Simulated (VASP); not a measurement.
# BaRu3 (Pm-3m) in VASP: further runs, part 2 of 2

VASP 6.6.1. The steps go on from the part before.

### Step 3. Single point, PBEsol (16.84 Å³/atom)

This run uses another cell than the first one, of 16.84 Å³/atom.

File INCAR:

```
  PREC = Accurate
  ENCUT = 560
  EDIFF = 1E-6
  ISMEAR = 0
  SIGMA = 0.05
  LREAL = F
  LASPH = T
  NELM = 120
  ALGO = Normal
  ISIF = 2
  LWAVE = F
  LCHARG = F
  GGA = PS
  NBANDS = 37
  GGA_COMPAT = F
```

File KPOINTS:

```
Automatic mesh
0
Gamma
  8 8 8
```

File POSCAR:

```
BaRu3
1.0
    4.0689333394      0.0000000000      0.0000000000
    0.0000000000      4.0689333394      0.0000000000
    0.0000000000      0.0000000000      4.0689333394
Ba Ru
1 3
Direct
    0.0000000000      0.0000000000      0.0000000000
    0.0000000000      0.5000000000      0.5000000000
    0.5000000000      0.5000000000      0.0000000000
    0.5000000000      0.0000000000      0.5000000000
```

Potentials or basis: VASP PAW PBE potentials, release 64 (Ba_sv, Ru_sv).

On the command line:

```console
> cat potpaw_PBE.64/Ba_sv/POTCAR potpaw_PBE.64/Ru_sv/POTCAR > POTCAR
> mpirun -np 1 vasp_std > vasp.out
```

OUTCAR:

```text
PREC = Accurate
   ENCUT = 560
   EDIFF = 1E-6
   ISMEAR = 0
   LREAL = F
   LASPH = T
   NELM = 120
   ISIF = 2
   GGA = PS

 ion  position               nearest neighbor table
   1  0.000  0.000  0.000-   2 2.88   3 2.88   4 2.88   2 2.88   4 2.88   2 2.88   3 2.88   2 2.88
                             3 2.88   4 2.88   4 2.88   3 2.88
   2  0.000  0.500  0.500-   1 2.88   1 2.88   1 2.88   1 2.88
   3  0.500  0.500  0.000-   1 2.88   1 2.88   1 2.88   1 2.88
   4  0.500  0.000  0.500-   1 2.88   1 2.88   1 2.88   1 2.88

  LATTYP: Found a simple cubic cell.
 ALAT       =     4.0689333394

  Lattice vectors:

 A1 = (   4.0689333394,   0.0000000000,   0.0000000000)
 A2 = (   0.0000000000,   4.0689333394,   0.0000000000)
 A3 = (   0.0000000000,   0.0000000000,   4.0689333394)

Analysis of symmetry for initial positions (statically):
=====================================================================
 Subroutine PRICEL returns:
 Original cell was already a primitive cell.

 Routine SETGRP: Setting up the symmetry group for a
 simple cubic supercell.
[... 166 lines left out ...]
  ext. energy  EPLUGINS =         0.00000000
  ---------------------------------------------------
  free energy    TOTEN  =       -27.02314718 eV

  energy without entropy =      -27.01095103  energy(sigma->0) =      -27.01704911

 E-fermi :  10.3160     XC(G=0): -13.0609

 val. band max:       10.3089357592   @ k =   0.3750   0.3750   0.1250
 cond. band min:      10.3242323880   @ k =   0.5000   0.5000   0.0000
 fundamental gap:      0.0152966288
 Fermi energy:        10.3160085020

 k-point     1 :       0.0000    0.0000    0.0000
  band No.  band energies     occupation
      1     -61.6613      2.00000
      2     -61.5858      2.00000
      3     -61.5858      2.00000
      4     -31.8865      2.00000
      5     -31.8865      2.00000
      6     -31.8865      2.00000
[... 949 lines left out ...]
     36      15.6443      0.00000
     37      15.7371      0.00000

 [... further k-points ...]
[... 5 lines left out ...]
  --------------------------------------------------------------------------------------
  -------------------------------------------------------------------------------------
  Total        2.3125318      2.3125318      2.3125318     -0.0000000     -0.0000000      0.0000000
  in kB       54.9992262     54.9992262     54.9992262     -0.0000000     -0.0000000      0.0000000
  external PRESSURE =      54.9992262 kB  Pullay stress =       0.0000000 kB

 VOLUME and BASIS-vectors are now :
 -----------------------------------------------------------------------------
  energy-cutoff  :      560.00
  volume of cell :       67.37
      direct lattice vectors                 reciprocal lattice vectors
     4.068933339  0.000000000  0.000000000     0.245764655  0.000000000  0.000000000
     0.000000000  4.068933339  0.000000000     0.000000000  0.245764655  0.000000000
     0.000000000  0.000000000  4.068933339     0.000000000  0.000000000  0.245764655

 POSITION                                       TOTAL-FORCE (eV/Angst)
 -----------------------------------------------------------------------------------
      0.00000      0.00000      0.00000         0.000000      0.000000      0.000000
      0.00000      2.03447      2.03447         0.000000      0.000000      0.000000
      2.03447      2.03447      0.00000         0.000000      0.000000      0.000000
      2.03447      0.00000      2.03447         0.000000      0.000000      0.000000
 -----------------------------------------------------------------------------------
    total drift:                                0.000000     -0.000000     -0.000000

  FREE ENERGIE OF THE ION-ELECTRON SYSTEM (eV)
  ---------------------------------------------------
  free  energy   TOTEN  =       -27.0231471761 eV

  energy  without entropy=      -27.0109510348  energy(sigma->0) =      -27.01704911
```

OSZICAR:

```text
N       E                     dE             d eps       ncg     rms          rms(c)
DAV:   1     0.848823706867E+03    0.84882E+03   -0.38271E+04  2606   0.181E+03
DAV:   2     0.951144426994E+01   -0.83931E+03   -0.82064E+03  2882   0.579E+02
DAV:   3    -0.288211696322E+02   -0.38333E+02   -0.36568E+02  3557   0.126E+02
DAV:   4    -0.298567114312E+02   -0.10355E+01   -0.10274E+01  3160   0.177E+01
DAV:   5    -0.298796518668E+02   -0.22940E-01   -0.22931E-01  3293   0.249E+00    0.340E+01
DAV:   6    -0.273676109357E+02    0.25120E+01   -0.18671E+01  2934   0.242E+01    0.804E+00
DAV:   7    -0.270582505068E+02    0.30936E+00   -0.16341E+00  2826   0.814E+00    0.770E+00
DAV:   8    -0.270292918982E+02    0.28959E-01   -0.25759E-01  3335   0.257E+00    0.737E-01
DAV:   9    -0.270231188545E+02    0.61730E-02   -0.20620E-02  2814   0.799E-01    0.529E-01
DAV:  10    -0.270231892456E+02   -0.70391E-04   -0.25806E-03  3467   0.247E-01    0.544E-02
DAV:  11    -0.270231472653E+02    0.41980E-04   -0.20779E-04  2801   0.843E-02    0.305E-02
DAV:  12    -0.270231473566E+02   -0.91241E-07   -0.11614E-05  2613   0.210E-02    0.109E-02
DAV:  13    -0.270231471761E+02    0.18052E-06   -0.14181E-06  1926   0.801E-03
   1 F= -.27023147E+02 E0= -.27017049E+02  d E =-.121961E-01
```

Run time: 25 s. Hardware: 1 thread of Intel Xeon 6975P-C (Granite Rapids), shared host; peak memory 0.22 GiB.

Results:

| Quantity | Value |
| --- | --- |
| Free energy | -27.0231 eV |
| Pressure | 5.5 GPa |
| Band gap on the k mesh | zero (bands 29 and 30 overlap by 1.61 eV) |

Caveat: the cell stands under pressure; the PAW data sets were made with another functional, which shifts forces and pressure a little; spin-orbit coupling is left out, which moves the levels of the heavy elements.

### Step 4. Single point, PBEsol (16.71 Å³/atom)

This run uses another cell than the first one, of 16.71 Å³/atom.

File INCAR:

```
SYSTEM = BaRu3
PREC     = Accurate       ! precision mode
ENCUT    = 560            ! plane-wave cutoff, eV
EDIFF    = 1E-6           ! SCF threshold, eV
ISMEAR   = 0              ! smearing method
SIGMA    = 0.05           ! smearing width, eV
LREAL    = .FALSE.        ! projectors in reciprocal space
LASPH    = .TRUE.         ! aspherical terms in the spheres
NELM     = 120            ! most SCF steps
ALGO     = Normal         ! electronic algorithm
ISIF     = 2              ! what is computed and relaxed
LWAVE    = .FALSE.        ! write WAVECAR
LCHARG   = .FALSE.        ! write CHGCAR
GGA      = PS             ! functional
NBANDS   = 37             ! bands
GGA_COMPAT= .FALSE.
```

File KPOINTS:

```
regular mesh
0
G
  8 8 8
  0 0 0
```

File POSCAR:

```
BaRu3
1.0
    4.0585829271      0.0000000000      0.0000000000
    0.0000000000      4.0585829271      0.0000000000
    0.0000000000      0.0000000000      4.0585829271
Ba Ru
1 3
Direct
    0.0000000000      0.0000000000      0.0000000000
    0.0000000000      0.5000000000      0.5000000000
    0.5000000000      0.5000000000      0.0000000000
    0.5000000000      0.0000000000      0.5000000000
```

On the command line:

```console
> cat potpaw_PBE.64/Ba_sv/POTCAR potpaw_PBE.64/Ru_sv/POTCAR > POTCAR
> mpirun -np 1 vasp_std > vasp.out
```

It took 72 s on 1 thread of Intel Xeon Platinum 8259CL at 2.50GHz (Skylake/Cascade Lake), shared host; peak memory 0.22 GiB.

It converged, with:

| Quantity | Value |
| --- | --- |
| Free energy | -27.0030 eV |
| Pressure | 6.8 GPa |
| Band gap on the k mesh | zero (bands 29 and 30 overlap by 1.63 eV) |

Levels at points of the mesh, in eV from the Fermi level:
```tsv
k point	band 27	band 28	band 29	band 30	band 31	band 32
(0.00, 0.00, 0.00)	0.50	0.50	1.45	1.91	1.91	1.91
(0.50, 0.00, 0.00)	-0.45	-0.40	0.06	0.06	0.72	1.13
(0.50, 0.50, 0.00)	-0.90	-0.15	-0.14	0.00	0.07	0.07
(0.50, 0.50, 0.50)	-0.65	-0.65	0.66	1.50	1.50	1.50
```

Caveat: the cell stands under pressure; the PAW data sets were made with another functional, which shifts forces and pressure a little; spin-orbit coupling is left out, which moves the levels of the heavy elements.

### Step 5. The runs side by side

| cell | gap on the mesh (eV) | pressure (GPa) |
| --- | --- | --- |
| a = 4.096 Å, 4 atoms | none | 2.5 |
| a = 4.069 Å, 4 atoms | none | 5.5 |
| a = 4.059 Å, 4 atoms | none | 6.8 |

Alike in all rows: task single point; level PBEsol; potentials or basis VASP PAW PBE potentials, release 64 (Ba_sv, Ru_sv); no spin polarisation; k mesh 8 × 8 × 8; cutoff (eV) 560; smearing gaussian 0.05 eV.

Caveats: the PAW data sets were made with another functional, which shifts forces and pressure a little; spin-orbit coupling is left out, which moves the levels of the heavy elements; the cell stands under pressure (at least some runs).

Total energies depend on the potentials used, so only differences within one code and one set of settings carry meaning.

The gap in the log of VASP goes by the Fermi energy; the results here count the filled bands.